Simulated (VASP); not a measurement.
# Na7Fe4O12 (a cell with a defect) in VASP: single point with LDA

Aim: the single point of Na7Fe4O12 (a cell with a defect) with LDA.

Everything below comes from runs of VASP 6.6.1. Logs are shortened: lines on timing, memory, paths and dates and some standing lists are left out, and cuts for length are marked.

## (1) The cell of the first run

The cell holds a defect, 23 atoms: a = 7.186 Å, b = 7.186 Å, c = 5.349 Å, α = 83.28°, β = 83.28°, γ = 80.50°.

## (2) Single point, LDA, collinear spin, ferromagnetic start

The input, INCAR:

```
SYSTEM = Na7Fe4O12
PREC     = Accurate       ! precision mode
ENCUT    = 520            ! plane-wave cutoff, eV
EDIFF    = 1E-6           ! SCF threshold, eV
ISMEAR   = -1             ! smearing method
SIGMA    = 0.05           ! smearing width, eV
LREAL    = Auto         
LASPH    = .True.         ! aspherical terms in the spheres
NELM     = 150            ! most SCF steps
ALGO     = Normal         ! electronic algorithm
ISIF     = 2              ! what is computed and relaxed
LWAVE    = .False.        ! write WAVECAR
LCHARG   = .False.        ! write CHGCAR
ISPIN    = 2              ! spin polarisation
MAGMOM   = 0 0 0 0 0 0 0 2.5 2.5 2.5 2.5 0 0 0 0 0 0 0 0 0 0 0 0 ! initial moments
LORBIT   = 11             ! projections on sites
LMAXMIX  = 4              ! l up to which the mixer works
GGA      = CA             ! functional
NBANDS   = 98             ! bands
NELECT   = 154.0
```

The input, KPOINTS:

```
Automatic mesh
0
Gamma
  2 2 2
  0 0 0
```

The input, POSCAR:

```
Na7Fe4O12
1.0
    0.8406060000      4.6435180000      5.4198820000
    0.8406060000     -4.6435180000      5.4198820000
    5.3487960000      0.0000000000      0.0000000000
Na Fe O
7 4 12
Direct
    0.2472322154      0.2245123724      0.7754733344
    0.6642341450      0.3268390924      0.5625000262
    0.3125578086      0.6727588459      0.5474198134
    0.4980856296      0.4718985878      0.0850332387
    0.7329178125      0.7440516123      0.3232223924
    0.1038635378      0.8240717937      0.0994190081
    0.8371167313      0.1357088763      0.0283123449
    0.4191685170      0.0627792449      0.3000996523
    0.0768482632      0.3971657467      0.3053100135
    0.9011701392      0.5718508602      0.7914060865
    0.5795015635      0.9230772749      0.7852090850
    0.1483498113      0.1577823148      0.2051795391
    0.3242063655      0.3294610022      0.3949530490
    0.1062479972      0.5140422601      0.9695416105
    0.5237502584      0.1436074442      0.9476366478
    0.3376355192      0.9556583200      0.6150074594
    0.9505229711      0.3458521160      0.6501013169
    0.6174208012      0.6600608857      0.7219832705
    0.8354898001      0.8509306792      0.8561524550
    0.6388757768      0.0404932574      0.4658091865
    0.0265458615      0.6398524106      0.4344382575
    0.8098341872      0.4505807074      0.1483675349
    0.4436982743      0.8591160674      0.1016577277
```

Potentials or basis: VASP PAW LDA potentials, release 64 (Na_pv, Fe, O).

Started as:

```bash
> cat potpaw_LDA.64/Na_pv/POTCAR potpaw_LDA.64/Fe/POTCAR potpaw_LDA.64/O/POTCAR > POTCAR
> mpirun -np 1 vasp_std > vasp.out
```

OUTCAR:

```text
SYSTEM = Na7Fe4O12
   PREC = Accurate
   ENCUT = 520
   EDIFF = 1E-6
   ISMEAR = -1
   LREAL = Auto
   LASPH = .True.
   NELM = 150
   ISIF = 2
   ISPIN = 2
   LORBIT = 11
   GGA = CA
   NELECT = 154.0

 ion  position               nearest neighbor table
   1  0.247  0.225  0.775-  13 2.13  16 2.18  15 2.25  17 2.31  12 2.34  11 2.95
   2  0.664  0.327  0.563-  17 2.19  20 2.22
   3  0.313  0.673  0.547-  16 2.15  21 2.26
   4  0.498  0.472  0.085-  13 2.21  22 2.28
   5  0.733  0.744  0.323-  21 2.24  18 2.25  20 2.32  22 2.36  11 2.94   8 2.94  10 2.96
   6  0.104  0.824  0.099-  21 2.17   7 2.72
   7  0.837  0.136  0.028-  15 2.33  19 2.34   6 2.72
   8  0.419  0.063  0.300-  16 1.84  20 1.87  23 1.88  15 2.00  13 2.03  12 2.06   5 2.94  11 2.96
                            11 3.07
   9  0.077  0.397  0.305-  12 1.84  13 1.87  14 1.90  21 1.91  17 1.98  22 2.14  10 3.07
  10  0.901  0.572  0.791-  14 1.81  17 1.84  19 2.04  21 2.05  22 2.08  18 2.10   5 2.96   9 3.07

  11  0.580  0.923  0.785-  20 1.85  15 1.86  19 1.90  23 1.90  18 1.93  16 2.02   5 2.94   1 2.95
                             8 2.96   8 3.07
  12  0.148  0.158  0.205-   9 1.84   8 2.06   1 2.34
  13  0.324  0.329  0.395-   9 1.87   8 2.03   1 2.13   4 2.21
  14  0.106  0.514  0.970-  10 1.81   9 1.90
  15  0.524  0.144  0.948-  11 1.86   8 2.00   1 2.25   7 2.33
  16  0.338  0.956  0.615-   8 1.84  11 2.02   3 2.15   1 2.18
  17  0.951  0.346  0.650-  10 1.84   9 1.98   2 2.19   1 2.31
  18  0.617  0.660  0.722-  11 1.93  10 2.10   5 2.25
  19  0.835  0.851  0.856-  11 1.90  10 2.04   7 2.34
  20  0.639  0.040  0.466-  11 1.85   8 1.87   2 2.22   5 2.32
  21  0.027  0.640  0.434-   9 1.91  10 2.05   6 2.17   5 2.24   3 2.26
  22  0.810  0.451  0.148-  10 2.08   9 2.14   4 2.28   5 2.36
  23  0.444  0.859  0.102-   8 1.88  11 1.90

  LATTYP: Found a base centered monoclinic cell.
 ALAT       =    10.9693644923
 B/A-ratio  =     0.8466339145
 C/A-ratio  =     0.4876122043
 COS(beta)  =    -0.1532643027

  Lattice vectors:

 A1 = (  -0.8406060000,  -4.6435180000,  -5.4198820000)
 A2 = (  -0.8406060000,   4.6435180000,  -5.4198820000)
 A3 = (   5.3487960000,   0.0000000000,   0.0000000000)

Analysis of symmetry for initial positions (statically):
=====================================================================
 Subroutine PRICEL returns:
 Original cell was already a primitive cell.

 Routine SETGRP: Setting up the symmetry group for a
 base centered monoclinic supercell.

 Subroutine GETGRP returns: Found  1 space group operations
 (whereof  1 operations were pure point group operations)
 out of a pool of  4 trial point group operations.

The static configuration has the point symmetry C_1 .

Analysis of symmetry for dynamics (positions and initial velocities):
=====================================================================
 Subroutine PRICEL returns:
 Original cell was already a primitive cell.

 Routine SETGRP: Setting up the symmetry group for a
 base centered monoclinic supercell.

 Subroutine GETGRP returns: Found  1 space group operations
 (whereof  1 operations were pure point group operations)
 out of a pool of  4 trial point group operations.

The dynamic configuration has the point symmetry C_1 .

Analysis of structural, dynamic, and magnetic symmetry:
=====================================================================
 Subroutine PRICEL returns:
 Original cell was already a primitive cell.

 Routine SETGRP: Setting up the symmetry group for a
 base centered monoclinic supercell.

 Subroutine GETGRP returns: Found  1 space group operations
 (whereof  1 operations were pure point group operations)
 out of a pool of  4 trial point group operations.

The overall configuration has the point symmetry C_1 .

 Subroutine INISYM returns: Found  1 space group operations
 (whereof  1 operations are pure point group operations),
 and found     1 'primitive' translations

----------------------------------------------------------------------------------------

[... 101 lines left out ...]
   total plane-waves  NPLWV = 116640
   dimension x,y,z NGX =    54 NGY =   54 NGZ =   40
   dimension x,y,z NGXF=   108 NGYF=  108 NGZF=   80
   ions per type =               7   4  12
   NGX,Y,Z   is equivalent  to a cutoff of  12.49, 12.49, 12.43 a.u.
   NGXF,Y,Z  is equivalent  to a cutoff of  24.98, 24.98, 24.86 a.u.
 SYSTEM =  Na7Fe4O12
   PREC   = accura    normal or accurate (medium, high low for compatibility)
   ISTART =      0    job   : 0-new  1-cont  2-samecut
   ICHARG =      2    charge: 1-file 2-atom 10-const
   ISPIN  =      2    spin polarized calculation?
   LNONCOLLINEAR =      F non collinear calculations
   LSORBIT =      F    spin-orbit coupling
   LASPH  =      T    aspherical Exc in radial PAW
   ENCUT  =  520.0 eV  38.22 Ry    6.18 a.u.  13.36 13.36  9.95*2*pi/ulx,y,z
   NELM   =    150;   NELMIN=  2; NELMDL= -5     # of ELM steps
   EDIFF  = 0.1E-05   stopping-criterion for ELM
   LREAL  =      T    real-space projection
   EDIFFG = 0.1E-04   stopping-criterion for IOM
   NSW    =      0    number of steps for IOM
   IBRION =     -1    ionic relax: 0-MD 1-quasi-New 2-CG
   NFREE  =      0    steps in history (QN), initial steepest desc. (CG)
   ISIF   =      2    stress and relaxation
   ISYM   =      2    0-nonsym 1-usesym 2-fastsym
   POTIM  = 0.5000    time-step for ionic-motion
   TEBEG  =    0.0;   TEEND  =   0.0 temperature during run
   PSTRESS=    0.0 pullay stress
   NELECT =     154.0000    total number of electrons
   NUPDOWN=      -1.0000    fix difference up-down
   EMIN   =  10.00;   EMAX   =-10.00  energy-range for DOS
   EFERMI =   0.00;   METHOD = LEGACY
   ISMEAR =    -1;   SIGMA  =   0.05  broadening in eV -4-tet -1-fermi 0-gaus
   EFERMI_NEDOS =   21; number of points for ismear=-14 and -15
   IALGO  =     38    algorithm
   IMIX   =      4    mixing-type and parameters
     AMIX     =   0.40;   BMIX     =  1.00
     AMIX_MAG =   1.60;   BMIX_MAG =  1.00
  volume/ion in A,a.u.               =      11.71        78.99
  Fermi-wavevector in a.u.,A,eV,Ry     =   1.358962  2.568066 25.126947  1.846779
  Thomas-Fermi vector in A             =   2.485751
   LORBIT       =     11    0 simple, 1 ext, 2 COOP (PROOUT), +10 PAW based schemes
   GGA     = CA    functional components
   LHFCALC =     F    Hartree Fock is set to
   AEXX    =    0.0000 exact exchange contribution
   IVDW    =     0    specifies the selected vdW correction
   LEPSILON=     F    determine dielectric tensor
   LRPA    =     F    only Hartree local field effects (RPA)
 spin polarized calculation
  energy-cutoff  :      520.00
  volume of cell :      269.23
 maximum number of plane-waves:      7274
 NGX is ok and might be reduce to    54
   NGX = 27   NGY = 27   NGZ = 19

 number of electron     154.0000002 magnetization      10.8058706

 number of electron     154.0000003 magnetization       8.0029557

 Free energy of the ion-electron system (eV)
  ---------------------------------------------------
  ext. energy  EPLUGINS =         0.00000000
  ---------------------------------------------------
  free energy    TOTEN  =      -144.63064977 eV

  energy without entropy =     -144.53613123  energy(sigma->0) =     -144.58339050

 E-fermi :   2.3175     XC(G=0): -10.6998

 val. band max:        2.2975538826   @ k =   0.5000   0.0000   0.0000
 cond. band min:       2.3270059900   @ k =   0.5000   0.0000   0.0000
 fundamental gap:      0.0294521074
 Fermi energy:         2.3175240955

 spin component 1

 k-point     1 :       0.0000    0.0000    0.0000
  band No.  band energies     occupation
      1     -21.1345      1.00000
      2     -21.0554      1.00000
      3     -21.0133      1.00000
      4     -20.9956      1.00000
      5     -20.9436      1.00000
      6     -20.9173      1.00000
[... 725 lines left out ...]
     88       4.0217      0.00000
     89       4.1874      0.00000
 Fermi energy:         2.3175240955

 spin component 2

 k-point     1 :       0.0000    0.0000    0.0000
  band No.  band energies     occupation
      1     -21.1311      1.00000
      2     -21.0528      1.00000
      3     -21.0098      1.00000
      4     -20.9920      1.00000
      5     -20.9423      1.00000
      6     -20.9140      1.00000
[... 725 lines left out ...]
     88       4.8547      0.00000
     89       5.0365      0.00000
 [bands above 89 left out]

------------------------ aborting loop because EDIFF is reached ----------------------------------------

  FORCE on cell =-STRESS in cart. coord.  units (eV):
  Direction    XX          YY          ZZ          XY          YZ          ZX
  --------------------------------------------------------------------------------------
  -------------------------------------------------------------------------------------
  Total      -16.6923315    -15.4452047     -4.9234327      0.6046946     -1.3346794     -0.4037692
  in kB      -99.3355246    -91.9139129    -29.2991888      3.5985180     -7.9426337     -2.4028176
  external PRESSURE =     -73.5162087 kB  Pullay stress =       0.0000000 kB

 VOLUME and BASIS-vectors are now :
 -----------------------------------------------------------------------------
  energy-cutoff  :      520.00
  volume of cell :      269.23
      direct lattice vectors                 reciprocal lattice vectors
     0.840606000  4.643518000  5.419882000     0.000000000  0.107676981  0.092252931
     0.840606000 -4.643518000  5.419882000     0.000000000 -0.107676981  0.092252931
     5.348796000  0.000000000  0.000000000     0.186957962  0.000000000 -0.028996569

 POSITION                                       TOTAL-FORCE (eV/Angst)
 -----------------------------------------------------------------------------------
      4.54440      0.10550      2.55680         0.755779     -0.508374     -0.355334
      3.84180      1.56670      5.37150        -0.146916     -0.035364     -0.034095
      3.75630     -1.67260      5.34030         0.223597      0.063214     -0.309497
      1.27020      0.12160      5.25720        -0.607001     -0.092544      0.291811
      2.97040     -0.05170      8.00500        -0.524635      0.077407     -0.033114
      1.31180     -3.34430      5.02930        -0.390478      0.237811      0.516690
[... 15 lines left out ...]
      1.85310      1.66820      6.83130        -0.210228      0.273718      0.405292
      1.63890     -1.92900      7.06110         1.255612      0.805006     -0.660009
 -----------------------------------------------------------------------------------
    total drift:                               -0.006554      0.011784     -0.006533

  FREE ENERGIE OF THE ION-ELECTRON SYSTEM (eV)
  ---------------------------------------------------
  free  energy   TOTEN  =      -144.6306497733 eV

  energy  without entropy=     -144.5361312303  energy(sigma->0) =     -144.58339050

 total charge

# of ion       s       p       d       tot
------------------------------------------
    1        0.081   6.027   0.000   6.108
    2        0.070   6.002   0.000   6.072
    3        0.070   5.999   0.000   6.070
    4        0.071   6.000   0.000   6.071
    5        0.075   6.014   0.000   6.089
    6        0.065   5.995   0.000   6.060
[... 15 lines left out ...]
   22        1.551   3.343   0.000   4.894
   23        1.557   3.378   0.000   4.935
--------------------------------------------------
tot         20.906  85.364  24.634 130.904

 magnetization (x)

# of ion       s       p       d       tot
------------------------------------------
    1        0.008   0.004   0.000   0.012
    2        0.003   0.001   0.000   0.004
    3        0.004   0.002   0.000   0.006
    4        0.002   0.001   0.000   0.003
    5        0.005   0.001   0.000   0.006
    6        0.003   0.001   0.000   0.003
[... 15 lines left out ...]
   22        0.001  -0.031   0.000  -0.030
   23        0.002   0.062   0.000   0.065
--------------------------------------------------
tot          0.090   0.900   6.571   7.561
```

Run time: 15 min. Hardware: 1 thread of Intel Xeon Platinum 8488C (Sapphire Rapids), shared host; peak memory 0.46 GiB.

What came out:

```
Free energy                                           : -144.6306 eV
Largest force                                         : 2.521 eV/Å
Net moment                                            : 8.00 μB per cell
Site moments                                          : Na +0.01, +0.00 (each value once); Fe +1.62, +1.71, +1.65, +1.69; O +0.12, +0.06, +0.10, +0.08, +0.04, -0.03, +0.07 (each value once) μB
Valence electrons inside the program's atomic spheres : Na 6.11, 6.07, 6.09, 6.06 (each value once); Fe 7.29, 7.17, 7.38 (each value once); O 4.92, 4.96, 4.95, 4.91, 4.89, 4.93 (each value once)
```

Forces in eV/Å, atoms in the order of the input:
```
Na   0.756 -0.508 -0.355
Na  -0.147 -0.035 -0.034
Na   0.224  0.063 -0.309
Na  -0.607 -0.093  0.292
Na  -0.525  0.077 -0.033
Na  -0.390  0.238  0.517
Na   0.144 -0.325  0.404
Fe  -1.098 -2.258 -0.226
Fe  -0.620 -1.150 -1.017
Fe   0.645 -0.734 -0.223
Fe   0.240  0.295 -1.493
O   -0.083  0.433 -0.575
O   -0.147  0.314  1.099
O   -0.089  0.584  1.589
O    0.416 -0.218  1.241
O    0.230  0.582  0.768
O   -0.288  0.008  0.103
O   -0.313  0.854  0.367
O    0.559  0.247 -0.872
O   -0.972  0.243 -0.266
O    1.021  0.302 -0.721
O   -0.210  0.274  0.405
O    1.256  0.805 -0.660
```

Levels at points of the mesh, in eV from the Fermi level:
Spin up:
| k point | band 77 | band 78 | band 79 | band 80 | band 81 | band 82 | band 83 | band 84 | band 85 | band 86 |
| --- | --- | --- | --- | --- | --- | --- | --- | --- | --- | --- |
| (0.00, 0.00, 0.00) | -0.91 | -0.84 | -0.79 | -0.63 | -0.53 | 0.37 | 0.40 | 0.82 | 0.92 | 1.12 |
| (0.50, 0.00, 0.00) | -0.94 | -0.78 | -0.62 | -0.61 | -0.57 | 0.46 | 0.63 | 0.78 | 0.94 | 1.20 |
| (0.00, 0.50, 0.00) | -0.94 | -0.76 | -0.64 | -0.63 | -0.56 | 0.37 | 0.66 | 0.80 | 0.96 | 1.23 |
| (0.50, 0.50, 0.00) | -0.91 | -0.89 | -0.86 | -0.72 | -0.42 | 0.47 | 0.63 | 0.85 | 0.97 | 1.19 |
| (0.00, 0.00, 0.50) | -1.02 | -0.81 | -0.66 | -0.55 | -0.37 | 0.28 | 0.54 | 0.59 | 0.74 | 1.03 |
| (0.50, 0.00, 0.50) | -0.98 | -0.89 | -0.80 | -0.48 | -0.35 | 0.34 | 0.53 | 0.62 | 0.84 | 1.09 |
| (0.00, 0.50, 0.50) | -0.94 | -0.89 | -0.74 | -0.52 | -0.35 | 0.25 | 0.59 | 0.74 | 0.80 | 1.08 |
| (0.50, 0.50, 0.50) | -0.87 | -0.85 | -0.70 | -0.55 | -0.42 | 0.39 | 0.63 | 0.71 | 0.97 | 1.08 |
Spin down:
```tsv
k point	band 71	band 72	band 73	band 74	band 75	band 76
(0.00, 0.00, 0.00)	-0.15	-0.13	-0.11	0.18	0.20	0.29
(0.50, 0.00, 0.00)	-0.20	-0.06	-0.02	0.01	0.03	0.28
(0.00, 0.50, 0.00)	-0.20	-0.07	-0.03	0.03	0.05	0.27
(0.50, 0.50, 0.00)	-0.19	-0.12	-0.06	0.14	0.23	0.29
(0.00, 0.00, 0.50)	-0.39	-0.04	0.01	0.10	0.17	0.23
(0.50, 0.00, 0.50)	-0.17	-0.14	-0.09	-0.05	0.05	0.20
(0.00, 0.50, 0.50)	-0.19	-0.15	-0.12	0.02	0.04	0.22
(0.50, 0.50, 0.50)	-0.40	-0.06	-0.03	0.15	0.16	0.30
```

Caveat: the k points lie up to 0.59 Å⁻¹ apart; the cell carries a net charge on a neutralising background, which shifts energy and pressure; the cell is charged against a uniform background, so pressure and absolute levels hang on convention; the atoms stand as in a frame of molecular dynamics; semilocal functionals often make such compounds metallic where correlation or magnetic order opens a gap, which also shifts bond lengths; the run started ferromagnetic, and an antiferromagnetic order may lie lower in energy.
